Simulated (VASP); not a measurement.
# Si (Im-3m) in VASP: notebook

Si is run at these levels: PBE; tasks: single point, relaxation of cell and atoms.

All numbers are computed with VASP 6.6.1; they aren't measurements. Logs are shortened: lines on timing, memory, paths and dates and some standing lists are left out, and cuts for length are marked.

## 1. The cell of the first run

It takes space group Im-3m (No. 229, cubic). The conventional cell has a = 3.083 Å, b = 3.083 Å, c = 3.083 Å, α = 90.00°, β = 90.00°, γ = 90.00°. Si (site symmetry m-3m) has 14 Si at 2.67 to 3.08 Å within 3.5 Å.

This isn't the form of Si at room conditions, which is diamond.

## 2. Single point, PBE

The input, INCAR:

```
SYSTEM = Si
PREC = Accurate
ENCUT = 520
EDIFF = 1E-7
ISMEAR = -1
SIGMA = 0.1
LREAL = .False.
LASPH = .True.
NELM = 80
ALGO = Normal
ISIF = 2
LWAVE = .False.
LCHARG = .False.
GGA = PE
NBANDS = 8
```

The input, KPOINTS:

```
regular mesh
0
Gamma
  19 19 19
  0 0 0
```

The input, POSCAR:

```
Si
1.0
   -1.5416469010      1.5416469010      1.5416469010
    1.5416469010     -1.5416469010      1.5416469010
    1.5416469010      1.5416469010     -1.5416469010
Si
1
Direct
    0.0000000000      0.0000000000      0.0000000000
```

Potentials or basis: VASP PAW PBE potentials, release 64 (Si).

Started as:

```sh
cat potpaw_PBE.64/Si/POTCAR > POTCAR
mpirun -np 1 vasp_std > vasp.out
```

OUTCAR:

```text
SYSTEM = Si
   PREC = Accurate
   ENCUT = 520
   EDIFF = 1E-7
   ISMEAR = -1
   LREAL = .False.
   LASPH = .True.
   NELM = 80
   ISIF = 2
   GGA = PE

 ion  position               nearest neighbor table
   1  0.000  0.000  0.000-

  LATTYP: Found a body centered cubic cell.
 ALAT       =     3.0832938020

  Lattice vectors:

 A1 = (  -1.5416469010,   1.5416469010,   1.5416469010)
 A2 = (   1.5416469010,  -1.5416469010,   1.5416469010)
 A3 = (   1.5416469010,   1.5416469010,  -1.5416469010)

Analysis of symmetry for initial positions (statically):
=====================================================================
 Subroutine PRICEL returns:
 Original cell was already a primitive cell.

 Routine SETGRP: Setting up the symmetry group for a
 body centered cubic supercell.

 Subroutine GETGRP returns: Found 48 space group operations
 (whereof 48 operations were pure point group operations)
 out of a pool of 48 trial point group operations.

The static configuration has the point symmetry O_h .

Analysis of symmetry for dynamics (positions and initial velocities):
=====================================================================
 Subroutine PRICEL returns:
 Original cell was already a primitive cell.

 Routine SETGRP: Setting up the symmetry group for a
 body centered cubic supercell.

 Subroutine GETGRP returns: Found 48 space group operations
 (whereof 48 operations were pure point group operations)
 out of a pool of 48 trial point group operations.

The dynamic configuration has the point symmetry O_h .

 Subroutine INISYM returns: Found 48 space group operations
 (whereof 48 operations are pure point group operations),
 and found     1 'primitive' translations

----------------------------------------------------------------------------------------

                                     Primitive cell

  volume of cell :      14.6560

  direct lattice vectors                    reciprocal lattice vectors
    -1.541646901  1.541646901  1.541646901     0.000000000  0.324328483  0.324328483
     1.541646901 -1.541646901  1.541646901     0.324328483  0.000000000  0.324328483
     1.541646901  1.541646901 -1.541646901     0.324328483  0.324328483  0.000000000

  length of vectors
     2.670210760  2.670210760  2.670210760     0.458669739  0.458669739  0.458669739

  position of ions in fractional coordinates (direct lattice)
     0.000000000  0.000000000  0.000000000

  ion indices of the primitive-cell ions
   primitive index   ion index
                 1           1

----------------------------------------------------------------------------------------

 KPOINTS: regular mesh

Automatic generation of k-mesh.
 Grid dimensions read from file:
 generate k-points for:   19   19   19

 Generating k-lattice:

  Cartesian coordinates                     Fractional coordinates (reciprocal lattice)
     0.000000000  0.017069920  0.017069920     0.052631579  0.000000000  0.000000000
     0.017069920  0.000000000  0.017069920     0.000000000  0.052631579  0.000000000
     0.017069920  0.017069920  0.000000000     0.000000000  0.000000000  0.052631579

  Length of vectors
     0.024140513  0.024140513  0.024140513

  Shift w.r.t. Gamma in fractional coordinates (k-lattice)
     0.000000000  0.000000000  0.000000000

 Subroutine IBZKPT returns following result:
 ===========================================

 Found    220 irreducible k-points:

 Following reciprocal coordinates:
            Coordinates               Weight
  0.000000  0.000000  0.000000      1.000000
  0.052632  0.000000  0.000000     12.000000
  0.105263  0.000000  0.000000     12.000000
  0.157895  0.000000  0.000000     12.000000
  0.210526  0.000000  0.000000     12.000000
  0.263158  0.000000  0.000000     12.000000
[... 16 lines left out ...]
  0.263158  0.105263  0.000000     48.000000
  0.315789  0.105263  0.000000     48.000000
 [... further k-points ...]
   k-points           NKPTS =    220   k-points in BZ     NKDIM =    220   number of bands    NBANDS=      8
   number of dos      NEDOS =    301   number of ions     NIONS =      1
   total plane-waves  NPLWV =   8000
   dimension x,y,z NGX =    20 NGY =   20 NGZ =   20
   dimension x,y,z NGXF=    40 NGYF=   40 NGZF=   40
   ions per type =               1
   NGX,Y,Z   is equivalent  to a cutoff of  12.45, 12.45, 12.45 a.u.
   NGXF,Y,Z  is equivalent  to a cutoff of  24.90, 24.90, 24.90 a.u.
 SYSTEM =  Si
   PREC   = accura    normal or accurate (medium, high low for compatibility)
   ISTART =      0    job   : 0-new  1-cont  2-samecut
   ICHARG =      2    charge: 1-file 2-atom 10-const
   ISPIN  =      1    spin polarized calculation?
   LNONCOLLINEAR =      F non collinear calculations
   LSORBIT =      F    spin-orbit coupling
   LASPH  =      T    aspherical Exc in radial PAW
   ENCUT  =  520.0 eV  38.22 Ry    6.18 a.u.   4.96  4.96  4.96*2*pi/ulx,y,z
   NELM   =     80;   NELMIN=  2; NELMDL= -5     # of ELM steps
   EDIFF  = 0.1E-06   stopping-criterion for ELM
   LREAL  =      F    real-space projection
   EDIFFG = 0.1E-05   stopping-criterion for IOM
   NSW    =      0    number of steps for IOM
   IBRION =     -1    ionic relax: 0-MD 1-quasi-New 2-CG
   NFREE  =      0    steps in history (QN), initial steepest desc. (CG)
   ISIF   =      2    stress and relaxation
   ISYM   =      2    0-nonsym 1-usesym 2-fastsym
   POTIM  = 0.5000    time-step for ionic-motion
   TEBEG  =    0.0;   TEEND  =   0.0 temperature during run
   PSTRESS=    0.0 pullay stress
   NELECT =       4.0000    total number of electrons
   NUPDOWN=      -1.0000    fix difference up-down
   EMIN   =  10.00;   EMAX   =-10.00  energy-range for DOS
   EFERMI =   0.00;   METHOD = LEGACY
   ISMEAR =    -1;   SIGMA  =   0.10  broadening in eV -4-tet -1-fermi 0-gaus
   EFERMI_NEDOS =   21; number of points for ismear=-14 and -15
   IALGO  =     38    algorithm
   IMIX   =      4    mixing-type and parameters
     AMIX     =   0.40;   BMIX     =  1.00
     AMIX_MAG =   1.60;   BMIX_MAG =  1.00
  volume/ion in A,a.u.               =      14.66        98.90
  Fermi-wavevector in a.u.,A,eV,Ry     =   1.061915  2.006729 15.342804  1.127664
  Thomas-Fermi vector in A             =   2.197348
   LORBIT       =      0    0 simple, 1 ext, 2 COOP (PROOUT), +10 PAW based schemes
   GGA     = PE    functional components
   LHFCALC =     F    Hartree Fock is set to
   AEXX    =    0.0000 exact exchange contribution
   IVDW    =     0    specifies the selected vdW correction
   LEPSILON=     F    determine dielectric tensor
   LRPA    =     F    only Hartree local field effects (RPA)
 non-spin polarized calculation
  energy-cutoff  :      520.00
  volume of cell :       14.66
 maximum number of plane-waves:       408
   NGX =  9   NGY =  9   NGZ =  9

 number of electron       3.9999999 magnetization

 Free energy of the ion-electron system (eV)
  ---------------------------------------------------
  ext. energy  EPLUGINS =         0.00000000
  ---------------------------------------------------
  free energy    TOTEN  =        -4.90778070 eV

  energy without entropy =       -4.89157901  energy(sigma->0) =       -4.89967986

 E-fermi :   9.8848     XC(G=0): -11.1441

 val. band max:        9.8798789679   @ k =   0.2632   0.2105   0.1579
 cond. band min:       9.9245058928   @ k =  -0.2632   0.4211   0.1053
 fundamental gap:      0.0446269249
 Fermi energy:         9.8848385039

 k-point     1 :       0.0000    0.0000    0.0000
  band No.  band energies     occupation
      1      -4.3232      2.00000
      2      21.2417      0.00000
      3      21.2417      0.00000
      4      21.2417      0.00000
      5      22.4078      0.00000
      6      22.4078      0.00000
      7      22.4078      0.00000
      8      26.0958      0.00000

 k-point     2 :       0.0526    0.0000    0.0000
  band No.  band energies     occupation
      1      -4.2385      2.00000
      2      20.1170      0.00000
      3      20.4134      0.00000
      4      21.1218      0.00000
      5      22.1197      0.00000
      6      23.0128      0.00000
      7      23.3780      0.00000
      8      25.4155      0.00000

 k-point     3 :       0.1053    0.0000    0.0000
  band No.  band energies     occupation
      1      -3.9846      2.00000
      2      18.1816      0.00000
      3      19.3227      0.00000
      4      20.7832      0.00000
      5      21.4265      0.00000
      6      23.2221      0.00000
      7      24.8925      0.00000
      8      24.9304      0.00000

 k-point     4 :       0.1579    0.0000    0.0000
  band No.  band energies     occupation
      1      -3.5621      2.00000
      2      16.0035      0.00000
      3      18.3387      0.00000
      4      20.2926      0.00000
      5      20.5931      0.00000
      6      22.5925      0.00000
      7      25.3874      0.00000
      8      25.9336      0.00000

 k-point     5 :       0.2105    0.0000    0.0000
  band No.  band energies     occupation
      1      -2.9720      2.00000
      2      13.7753      0.00000
      3      17.4890      0.00000
      4      19.7409      0.00000
      5      19.7754      0.00000
      6      21.8407      0.00000
      7      26.1309      0.00000
      8      26.2337      0.00000
[... 177 lines left out ...]
 k-point    22 :       0.2105    0.1053    0.0000
  band No.  band energies     occupation
      1      -1.9644      2.00000
      2      11.8104      0.00000
      3      14.5945      0.00000
      4      17.4165      0.00000
      5      21.1404      0.00000
      6      22.8568      0.00000
      7      25.3603      0.00000
      8      28.3134      0.00000

 k-point    23 :       0.2632    0.1053    0.0000
  band No.  band energies     occupation
      1      -1.0452      2.00000
      2       9.7332      1.64008
      3      13.9906      0.00000
      4      16.8599      0.00000
      5      20.6451      0.00000
      6      22.7034      0.00000
      7      25.8244      0.00000
      8      29.4442      0.00000

 k-point    24 :       0.3158    0.1053    0.0000
  band No.  band energies     occupation
      1       0.0352      2.00000
      2       7.7680      2.00000
      3      13.5373      0.00000
      4      16.4334      0.00000
      5      20.2426      0.00000
      6      22.5095      0.00000
      7      26.5588      0.00000
      8      30.2574      0.00000

 [... further k-points ...]

------------------------ aborting loop because EDIFF is reached ----------------------------------------

  FORCE on cell =-STRESS in cart. coord.  units (eV):
  Direction    XX          YY          ZZ          XY          YZ          ZX
  --------------------------------------------------------------------------------------
  -------------------------------------------------------------------------------------
  Total       -0.0038422     -0.0038422     -0.0038422      0.0000000      0.0000000      0.0000000
  in kB       -0.4200272     -0.4200272     -0.4200272      0.0000000      0.0000000      0.0000000
  external PRESSURE =      -0.4200272 kB  Pullay stress =       0.0000000 kB

 VOLUME and BASIS-vectors are now :
 -----------------------------------------------------------------------------
  energy-cutoff  :      520.00
  volume of cell :       14.66
      direct lattice vectors                 reciprocal lattice vectors
    -1.541646901  1.541646901  1.541646901     0.000000000  0.324328483  0.324328483
     1.541646901 -1.541646901  1.541646901     0.324328483  0.000000000  0.324328483
     1.541646901  1.541646901 -1.541646901     0.324328483  0.324328483  0.000000000

 POSITION                                       TOTAL-FORCE (eV/Angst)
 -----------------------------------------------------------------------------------
      0.00000      0.00000      0.00000         0.000000     -0.000000      0.000000
 -----------------------------------------------------------------------------------
    total drift:                                0.000000      0.000000     -0.000000

  FREE ENERGIE OF THE ION-ELECTRON SYSTEM (eV)
  ---------------------------------------------------
  free  energy   TOTEN  =        -4.9077806996 eV

  energy  without entropy=       -4.8915790144  energy(sigma->0) =       -4.89967986
```

Run time: 9.2 s. Hardware: 1 thread of Intel Xeon 6975P-C (Granite Rapids), shared host; peak memory 0.13 GiB.

What came out:

| Item | Value |
| --- | --- |
| Free energy | -4.9078 eV |
| Pressure | 0.0 GPa |
| Band gap on the k mesh | zero (bands 2 and 3 overlap by 15.38 eV) |

## 3. Relaxation of cell and atoms, PBE

This run uses another cell than the first one, of 16.00 Å³/atom.

The input, INCAR:

```
ALGO = Normal
EDIFF = 1E-6
EDIFFG = -0.005
ENCUT = 600
GGA = PE
IBRION = 2
ISIF = 3
ISMEAR = -1
LASPH = T
LCHARG = F
LREAL = F
LWAVE = F
NELM = 60
NSW = 60
PREC = Accurate
SIGMA = 0.1
```

The input, KPOINTS:

```
k-points
0
Gamma
  19 19 19
```

The input, POSCAR:

```
Si
1.0
   -1.5874010520      1.5874010520      1.5874010520
    1.5874010520     -1.5874010520      1.5874010520
    1.5874010520      1.5874010520     -1.5874010520
Si
1
Direct
    0.0000000000      0.0000000000      0.0000000000
```

Potentials or basis: VASP PAW PBE potentials, release 64 (Si).

Started as:

```sh
cat potpaw_PBE.64/Si/POTCAR > POTCAR
mpirun -np 1 vasp_std > vasp.out
```

Wall time 15 s (1 thread of Intel Xeon 6975P-C (Granite Rapids), shared host); peak memory 0.15 GiB.

The run converged. Its results:

| Property | Result |
| --- | --- |
| Free energy | -4.9079 eV |
| Relaxed volume | 14.65 Å³/atom |
| Relaxed cell | a = 2.670 Å, b = 2.670 Å, c = 2.670 Å, α = 109.47°, β = 109.47°, γ = 109.47° |
| Space group after relaxing (to 0.1 Å) | Im-3m (No. 229) |
| Energy gained by relaxing | 30.6 meV/atom |
| Ionic steps | 3 |
| Pressure after relaxing | 0.0 GPa |
| Band gap on the k mesh | zero (bands 2 and 3 overlap by 15.39 eV) |

The path:
```csv
step,energy change (eV),largest force (eV/Å),pressure (GPa),volume (Å³)
1,0.0000,0.0000,-6.71,16.00
2,-0.0302,0.0000,0.99,14.50
3,-0.0306,0.0000,0.02,14.65
```

Final structure:
```yaml
crystal:
  lattice:
    - [-1.54136, 1.54136, 1.54136]
    - [1.54136, -1.54136, 1.54136]
    - [1.54136, 1.54136, -1.54136]
  atoms:
    - { symbol: Si, position: [0.00000, 0.00000, 0.00000] }
```

Levels at points of the mesh, in eV from the Fermi level:
```csv
k point,band 1,band 2,band 3,band 4,band 5
"(0.00, 0.00, 0.00)",-14.21,11.36,11.36,11.36,12.53
```
